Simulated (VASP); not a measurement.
The system is Cl.

```
Cl
1.0
     3.14500   -2.25000    0.00000
     3.14500    2.25000    0.00000
     0.00000    0.00000    8.21000
Cl
4
Direct
  0.37000 0.63000 0.40000
  0.13000 0.87000 0.90000
  0.63000 0.37000 0.60000
  0.87000 0.13000 0.10000
```

| Item | Value |
| --- | --- |
| Program | VASP 6.6.1 |
| Task | relaxation of cell and atoms |
| Functional | BLYP |
| Potentials or basis | VASP PAW PBE potentials, release 64 (Cl) |
| Cutoff | 600 eV |
| k mesh | 7 × 7 × 4 |
| Occupations | fermi-dirac, width 0.05 eV |
| Spin | no spin polarisation |

At the start: pressure 2.0 GPa; volume 29.05 Å³/atom.

**Question.** How do energy, volume and symmetry change on relaxing?

**Answer.** Over 24 steps the energy falls by 44.0 meV/atom and the volume is 42.86 Å³/atom (+47.6 %); space group Cmce (No. 64, to 0.1 Å) before and after.

Step by step:
| step | energy change (eV) | largest force (eV/Å) | pressure (GPa) | volume (Å³) |
| --- | --- | --- | --- | --- |
| 1 | 0.0000 | 0.3672 | 1.97 | 116.19 |
| 2 | -0.0192 | 0.6140 | -0.32 | 122.31 |
| 3 | -0.0300 | 0.2896 | 0.47 | 119.92 |
| 4 | -0.0618 | 0.2363 | 0.37 | 123.54 |
| 5 | -0.1230 | 0.0756 | 0.24 | 134.72 |
| 6 | -0.1523 | 0.3405 | 0.45 | 158.51 |
| 7 | -0.1511 | 0.3414 | -0.55 | 168.56 |
| 8 | -0.1601 | 0.0220 | -0.05 | 163.24 |
| 9 | -0.1601 | 0.0234 | -0.07 | 163.33 |
| 10 | -0.1607 | 0.0219 | -0.07 | 163.83 |
| 11 | -0.1624 | 0.0189 | -0.07 | 165.32 |
| 12 | -0.1654 | 0.0168 | -0.06 | 168.28 |
| 13 | -0.1699 | 0.0097 | -0.05 | 174.09 |
| 14 | -0.1700 | 0.0467 | -0.11 | 185.35 |
| 15 | -0.1719 | 0.0052 | -0.05 | 178.19 |
| 16 | -0.1722 | 0.0159 | -0.06 | 180.72 |
| 17 | -0.1655 | 0.3586 | 0.44 | 177.21 |
| 18 | -0.1724 | 0.0367 | 0.00 | 180.22 |
| 19 | -0.1733 | 0.0283 | -0.01 | 179.08 |
| 20 | -0.1752 | 0.0071 | -0.02 | 175.67 |
| 21 | -0.1756 | 0.0397 | -0.03 | 168.85 |
| 22 | -0.1761 | 0.0200 | -0.03 | 171.76 |
| 23 | -0.1742 | 0.1594 | 0.25 | 169.37 |
| 24 | -0.1762 | 0.0059 | 0.00 | 171.45 |

Final structure:
```
CELL_PARAMETERS angstrom
4.38105 -2.28439 0.00000
4.38105 2.28439 0.00000
0.00000 0.00000 8.56571
ATOMIC_POSITIONS crystal
Cl 0.39389 0.60611 0.39503
Cl 0.10611 0.89389 0.89503
Cl 0.60611 0.39389 0.60497
Cl 0.89389 0.10611 0.10497
```

Caveat: the volume moved by over 15 % at a fixed basis, so the end points are rough; this functional lacks dispersion, which holds the molecules together, so the pressure and a relaxed volume are unreliable; the PAW data sets were made with another functional, which shifts forces and pressure a little.
